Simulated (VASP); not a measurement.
# ScAlH6 in VASP: notebook, part 2 of 2

VASP 6.6.1. Earlier steps stand in the parts before.

## 4. Single point, r2SCAN+rVV10

This run uses another cell than the first one, of 7.22 Å³/atom.

POSCAR reads:

```
ScAlH6
1.0
    5.0854874404      0.1299616704      0.4689709326
    2.5380893774      2.9344849651     -0.5129220672
    0.5207997959      0.9785039321      3.7535944952
Sc Al H
1 1 6
Direct
    0.0000000000      0.0000000000      0.0000000000
    0.5000000000      0.0000000000      0.5000000000
    0.8562288543      0.5892221130      0.2206509144
    0.1437711457      0.4107778870      0.7793490856
    0.5545926943      0.6661107094      0.8562709167
    0.4454073057      0.3338892906      0.1437290833
    0.2206705836     -0.0769330521      0.4454386439
    0.7793294164      1.0769330521      0.5545613561
```

INCAR.step1 reads:

```
SYSTEM = ScAlH6
  PREC = Accurate
  ENCUT = 520
  ISMEAR = -1
  SIGMA = 0.03
  LREAL = .FALSE.
  LASPH = .TRUE.
  NELM = 80
  NBANDS = 20
  GGA = PE
  ALGO = Normal
  EDIFF = 1E-4
  LWAVE = .TRUE.
  LCHARG = .FALSE.
```

INCAR.step2 reads:

```
SYSTEM = ScAlH6
  PREC = Accurate
  ENCUT = 520
  EDIFF = 1E-6
  ISMEAR = -1
  SIGMA = 0.03
  LREAL = .FALSE.
  LASPH = .TRUE.
  NELM = 80
  ALGO = Normal
  ISIF = 2
  LWAVE = .FALSE.
  LCHARG = .FALSE.
  METAGGA = R2SCAN
  LMIXTAU = .TRUE.
  LUSE_VDW = .TRUE.
  IVDW_NL = 2
  BPARAM = 11.95
  CPARAM = 0.0093
  NBANDS = 20
  ISTART = 1
```

KPOINTS reads:

```
regular mesh
0
G
  8 8 8
  0 0 0
```

Potentials or basis: VASP PAW PBE potentials, release 64 (Sc_sv, Al, H).

On the command line:

```sh
> cat potpaw_PBE.64/Sc_sv/POTCAR potpaw_PBE.64/Al/POTCAR potpaw_PBE.64/H/POTCAR > POTCAR
> cp INCAR.step1 INCAR
> mpirun -np 1 vasp_std > vasp.out
> cp INCAR.step2 INCAR
> mpirun -np 1 vasp_std > vasp.out
```

OUTCAR:

```text
SYSTEM = ScAlH6
   PREC = Accurate
   ENCUT = 520
   EDIFF = 1E-6
   ISMEAR = -1
   LREAL = .FALSE.
   LASPH = .TRUE.
   NELM = 80
   ISIF = 2
   METAGGA = R2SCAN
   IVDW_NL = 2
   BPARAM = 11.95
   ISTART = 1

 ion  position               nearest neighbor table
   1  0.000  0.000  0.000-   2 2.84   2 2.84
   2  0.500  0.000  0.500-   3 1.70   4 1.70   7 1.70   8 1.70   5 1.70   6 1.70   1 2.84   1 2.84

   3  0.856  0.589  0.221-   2 1.70
   4  0.144  0.411  0.779-   2 1.70
   5  0.555  0.666  0.856-   2 1.70
   6  0.445  0.334  0.144-   2 1.70
   7  0.221  0.923  0.445-   2 1.70
   8  0.779  0.077  0.555-   2 1.70

  LATTYP: Found a base centered monoclinic cell.
 ALAT       =    15.3255566828
 B/A-ratio  =     0.3869800815
 C/A-ratio  =     0.2553636611
 COS(beta)  =    -0.9458288157

  Lattice vectors:

 A1 = (  -7.6235768178,  -3.0644466355,   0.0439511346)
 A2 = (  -4.5553789589,  -4.8904659981,   4.7794386296)
 A3 = (   2.5380893774,   2.9344849651,  -0.5129220672)

Analysis of symmetry for initial positions (statically):
=====================================================================
 Subroutine PRICEL returns:
 Original cell was already a primitive cell.

 Routine SETGRP: Setting up the symmetry group for a
 base centered monoclinic supercell.

 Subroutine GETGRP returns: Found  2 space group operations
 (whereof  2 operations were pure point group operations)
 out of a pool of  4 trial point group operations.

The static configuration has the point symmetry S_2 .

Analysis of symmetry for dynamics (positions and initial velocities):
=====================================================================
 Subroutine PRICEL returns:
 Original cell was already a primitive cell.

 Routine SETGRP: Setting up the symmetry group for a
 base centered monoclinic supercell.

 Subroutine GETGRP returns: Found  2 space group operations
[... 134 lines left out ...]
     AMIX     =   0.40;   BMIX     =  1.00
     AMIX_MAG =   1.60;   BMIX_MAG =  1.00
  volume/ion in A,a.u.               =       7.22        48.71
  Fermi-wavevector in a.u.,A,eV,Ry     =   1.149698  2.172615 17.984261  1.321806
  Thomas-Fermi vector in A             =   2.286366
   LORBIT       =      0    0 simple, 1 ext, 2 COOP (PROOUT), +10 PAW based schemes
   METAGGA = R2SCAN    functional components
   LHFCALC =     F    Hartree Fock is set to
   AEXX    =    0.0000 exact exchange contribution
   IVDW_NL    =     2    kernel type
   BPARAM     =11.9500
   IVDW    =     0    specifies the selected vdW correction
   LEPSILON=     F    determine dielectric tensor
   LRPA    =     F    only Hartree local field effects (RPA)
 non-spin polarized calculation
  energy-cutoff  :      520.00
  volume of cell :       57.74
 maximum number of plane-waves:      1568
 NGX is ok and might be reduce to    40
   NGX = 19   NGY = 15   NGZ = 15

 number of electron      19.9999999 magnetization

 Free energy of the ion-electron system (eV)
  ---------------------------------------------------
  ext. energy  EPLUGINS =         0.00000000
  ---------------------------------------------------
  free energy    TOTEN  =       -40.10185528 eV

  energy without entropy =      -40.10185528  energy(sigma->0) =      -40.10185528

 E-fermi :   3.8665     XC(G=0): -10.5903

 val. band max:        3.1072261145   @ k =  -0.3750  -0.1250   0.1250
 cond. band min:       4.7103503718   @ k =   0.0000   0.0000   0.0000
 fundamental gap:      1.6031242573
 Fermi energy:         3.8665011059

 k-point     1 :       0.0000    0.0000    0.0000
  band No.  band energies     occupation
      1     -48.3720      2.00000
      2     -26.0177      2.00000
      3     -25.9763      2.00000
      4     -25.9762      2.00000
      5      -7.2210      2.00000
      6      -0.2904      2.00000
[... 541 lines left out ...]
     19      12.3847      0.00000
     20      13.4533      0.00000

 [... further k-points ...]
[... 5 lines left out ...]
  --------------------------------------------------------------------------------------
  -------------------------------------------------------------------------------------
  Total        0.0211659      0.0063585      0.0109727     -0.0008600      0.0021317     -0.0112907
  in kB        0.5872784      0.1764264      0.3044538     -0.0238622      0.0591482     -0.3132770
  external PRESSURE =       0.3560528 kB  Pullay stress =       0.0000000 kB

 VOLUME and BASIS-vectors are now :
 -----------------------------------------------------------------------------
  energy-cutoff  :      520.00
  volume of cell :       57.74
      direct lattice vectors                 reciprocal lattice vectors
     5.085487440  0.129961670  0.468970933     0.199446976 -0.169613741  0.016543015
     2.538089377  2.934484965 -0.512922067    -0.000501070  0.326350560 -0.085005013
     0.520799796  0.978503932  3.753594495    -0.024987207  0.065786626  0.252728647

 POSITION                                       TOTAL-FORCE (eV/Angst)
 -----------------------------------------------------------------------------------
      0.00000      0.00000      0.00000        -0.000000      0.000000      0.000000
      2.80314      0.55423      2.11128         0.000000      0.000000      0.000000
      5.96475      2.05625      0.92756        -0.009896      0.011770      0.012742
      2.17962      1.98670      2.78209         0.009896     -0.011770     -0.012742
      4.95697      2.86463      3.13252         0.010568      0.005973     -0.016200
      3.18741      1.17832      0.57712        -0.010568     -0.005973      0.016200
      3.69703      3.17327      1.30202         0.020113     -0.001405     -0.001113
      4.44735      0.86968      2.40762        -0.020113      0.001405      0.001113
 -----------------------------------------------------------------------------------
    total drift:                                0.000000     -0.000000      0.000000

  FREE ENERGIE OF THE ION-ELECTRON SYSTEM (eV)
  ---------------------------------------------------
  free  energy   TOTEN  =       -40.1018552801 eV

  energy  without entropy=      -40.1018552801  energy(sigma->0) =      -40.10185528
```

Wall time 13 min (1 thread of Intel Xeon Platinum 8488C (Sapphire Rapids), shared host); peak memory 0.56 GiB.

Results:

* Free energy: -40.1019 eV
* Pressure: 0.0 GPa
* Largest force: 0.020 eV/Å
* Band gap on the k mesh: 1.60 eV (least direct gap 2.18 eV)

Forces in eV/Å, atoms in the order of the input:
```
Sc   0.000  0.000  0.000
Al   0.000  0.000  0.000
H   -0.010  0.012  0.013
H    0.010 -0.012 -0.013
H    0.011  0.006 -0.016
H   -0.011 -0.006  0.016
H    0.020 -0.001 -0.001
H   -0.020  0.001  0.001
```

Levels at points of the mesh, in eV from the valence-band top:
```tsv
k point	band 8	band 9	band 10	band 11	band 12	band 13
(0.00, 0.00, 0.00)	-2.65	-1.68	-1.68	1.60	2.60	2.60
(0.50, 0.00, 0.00)	-2.80	-0.79	-0.01	2.17	2.46	3.26
(0.00, 0.00, 0.50)	-2.80	-0.79	-0.01	2.17	2.46	3.26
(0.00, 0.50, 0.00)	-4.47	-1.07	-0.99	1.67	3.16	3.39
(0.50, 0.50, 0.50)	-4.47	-1.07	-0.99	1.67	3.16	3.39
(0.50, 0.50, 0.00)	-2.80	-0.79	-0.01	2.17	2.46	3.26
(0.50, 0.00, 0.50)	-4.47	-1.07	-0.99	1.67	3.16	3.39
(0.00, 0.50, 0.50)	-4.22	-4.15	-4.14	3.17	3.17	3.79
```

Caveat: the PAW data sets were made with another functional, which shifts forces and pressure a little.

## 5. The runs side by side

```tsv
level	cell	k mesh	smearing	gap on the mesh (eV)	pressure (GPa)	largest force (eV/Å)
PBEsol	a = 5.062, b = 3.865, c = 3.865 Å, angles 81.8, 77.5, 49.1°, 8 atoms, atomic positions A	6 × 6 × 6	fermi-dirac 0.03 eV	1.21	0.0	0.01
PBEsol	a = 5.063, b = 3.860, c = 3.881 Å, angles 81.8, 77.3, 49.2°, 8 atoms, atomic positions B	6 × 6 × 6	fermi-dirac 0.05 eV	1.24	0.0	0.01
r2SCAN+rVV10	a = 5.109, b = 3.914, c = 3.914 Å, angles 81.5, 76.9, 49.3°, 8 atoms, atomic positions C	8 × 8 × 8	fermi-dirac 0.03 eV	1.60	0.0	0.02
```

Alike in all rows: task single point; potentials or basis VASP PAW PBE potentials, release 64 (Sc_sv, Al, H); no spin polarisation; cutoff (eV) 520.

Caveats: the PAW data sets were made with another functional, which shifts forces and pressure a little.

Total energies depend on the potentials used, so only differences within one code and one set of settings carry meaning.
